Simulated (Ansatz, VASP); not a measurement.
## Zn in VASP and in Ansatz

```xyz
1
Lattice="0.0000 1.9648 1.9648 1.9648 0.0000 1.9648 1.9648 1.9648 0.0000" Properties=species:S:1:pos:R:3 pbc="T T T"
Zn    0.0000    0.0000    0.0000
```

Alike in both runs: task single point; functional PBE; k mesh 12 × 12 × 12; occupations gaussian, width 0.021 eV; no spin polarisation.

```csv
,VASP,Ansatz
version,VASP 6.6.1,Ansatz 0.2.0
potentials or method,"VASP PAW PBE potentials, release 64 (Zn)",Ansatz PAW
plane-wave cutoff (eV),520,420
valence electrons in the cell,12,12
```

Ansatz gave:

| Quantity | Value |
| --- | --- |
| gap on the k mesh at the Fermi level (eV) | none |
| pressure (GPa) | -0.1 |

Which values does VASP return?

gap on the k mesh at the Fermi level (eV): none; pressure (GPa): 0.2.

A gap of «none» marks a metal or a gap that the smearing closes.
